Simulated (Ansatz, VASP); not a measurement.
# Pd: VASP beside Ansatz

Contents of INCAR:

```
AGGAC    = 1.0          
AGGAX    = 1.0          
ALDAC    = 0.0          
ALDAX    = 1.0          
ALGO     = Normal         # electronic algorithm
EDIFF    = 1E-6           # SCF threshold, eV
ENCUT    = 520            # plane-wave cutoff, eV
GGA      = B5             # functional
ISIF     = 2              # what is computed and relaxed
ISMEAR   = -1             # smearing method
ISPIN    = 2              # spin polarisation
LASPH    = True           # aspherical terms in the spheres
LCHARG   = True           # write CHGCAR
LELF     = True           # ELF
LMAXMIX  = 4              # l up to which the mixer works
LORBIT   = 11             # projections on sites
LREAL    = False          # projectors in reciprocal space
LVHAR    = True         
LWAVE    = False          # write WAVECAR
MAGMOM   = 0.398          # initial moments
NBANDS   = 15             # bands
NELM     = 150            # most SCF steps
PREC     = Accurate       # precision mode
SIGMA    = 0.05           # smearing width, eV
```

Contents of KPOINTS:

```
k-points
0
Gamma
  22 22 22
```

Contents of POSCAR:

```
Pd
1.0
    0.0000000000      2.0158808852      2.0158808852
    2.0158808852      0.0000000000      2.0158808852
    2.0158808852      2.0158808852      0.0000000000
Pd
1
Direct
    0.0000000000      0.0000000000      0.0000000000
```

Input for Ansatz:

```yaml
crystal:
  lattice:
    - [0.0, 2.0158808852, 2.0158808852]
    - [2.0158808852, 0.0, 2.0158808852]
    - [2.0158808852, 2.0158808852, 0.0]
  atoms:
    - { symbol: Pd, position: [0.0, 0.0, 0.0], spin: 0.398 }
hamiltonian:
  xc: blyp
  pseudopotentials:
    kind: paw
    azcp:
      Pd: "pseudopotentials/Pd.paw.azcp"
basis:
  ecutwfc: 420
  fft_grid_basis: typed
kpoints:
  mp_grid: { grid: [22, 22, 22], shift: [0, 0, 0] }
magnetization:
  spin_polarized: true
scf:
  occupations: { method: fermi_dirac, width: 0.05 }
```

Alike in both runs: task single point; functional BLYP; k mesh 22 × 22 × 22; occupations fermi-dirac, width 0.05 eV; collinear spin.

|  | VASP | Ansatz |
| --- | --- | --- |
| version | VASP 6.6.1 | Ansatz 0.2.0 |
| potentials or method | VASP PAW PBE potentials, release 64 (Pd), cutoff 520 eV | plane waves (420 eV) with PAW, scalar-relativistic |
| valence electrons in the cell | 10 | 18 |

|  | VASP | Ansatz | Ansatz less VASP |
| --- | --- | --- | --- |
| net moment per atom (μB) | 0.28 | 0.29 | +0.011 |
| size of the moment on the site where the two differ most (μB) | 0.28 | 0.29 | +0.016 |

VASP's potentials were made for PBE, not for BLYP. Site moments also hang on the region over which each program counts them. VASP's potentials hold 10 valence electrons a cell and Ansatz's 18, so a difference there can come from the potentials and not from the codes.
